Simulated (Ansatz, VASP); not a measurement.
One calculation of Rh, two programs

File INCAR:

```
  PREC = Accurate
  ENCUT = 520
  EDIFF = 1E-6
  ISMEAR = 0
  SIGMA = 0.15
  LREAL = False
  LASPH = True
  NELM = 80
  ALGO = Fast
  ISIF = 2
  LWAVE = False
  LCHARG = True
  GGA = PE
  LELF = True
  LVHAR = True
  NBANDS = 22
```

KPOINTS

```
Automatic mesh
0
Gamma
  21 21 12
```

The input POSCAR:

```
Rh
1.0
    2.7209906611      0.0000000000      0.0000000000
   -1.3604953306      2.3564470359      0.0000000000
    0.0000000000      0.0000000000      4.7932971485
Rh
2
Direct
    0.6666666667      0.3333333333      0.7500000000
    0.3333333333      0.6666666667      0.2500000000
```

Input for Ansatz:

```yaml
crystal:
  lattice:
    - [2.7209906611, 0.0, 0.0]
    - [-1.3604953306, 2.3564470359, 0.0]
    - [0.0, 0.0, 4.7932971485]
  atoms:
    - { symbol: Rh, position: [0.6666666667, 0.3333333333, 0.75] }
    - { symbol: Rh, position: [0.3333333333, 0.6666666667, 0.25] }
basis:
  ecutwfc: 420
kpoints:
  mp_grid: { grid: [21, 21, 12] }
hamiltonian:
  xc: pbe
  pseudopotentials: { kind: paw, azcp: { folder: soft_1 } }
scf:
  occupations: { method: gaussian, width: 0.15 }
output:
  forces: true
  stress: true
  eigenvalues: true
```

Alike in both runs: task single point; functional PBE; k mesh 21 × 21 × 12; occupations gaussian, width 0.15 eV; no spin polarisation.

|  | VASP | Ansatz |
| --- | --- | --- |
| version | VASP 6.6.1 | Ansatz 0.2.0 |
| potentials or method | VASP PAW PBE potentials, release 64 (Rh_pv), cutoff 520 eV | scalar-relativistic, plane waves, PAW |
| valence electrons in the cell | 30 | 34 |

|  | VASP | Ansatz | Ansatz less VASP |
| --- | --- | --- | --- |
| gap on the k mesh at the Fermi level (eV) | none | none | - |
| pressure (GPa) | -15.9 | -15.9 | +0.01 |
| traceless stress, the component that is largest in VASP (GPa) | -10.46 | -10.46 | +0.005 |

A gap of «none» marks a metal or a gap that the smearing closes. VASP's potentials hold 30 valence electrons a cell and Ansatz's 34, so a difference there can come from the potentials and not from the codes.
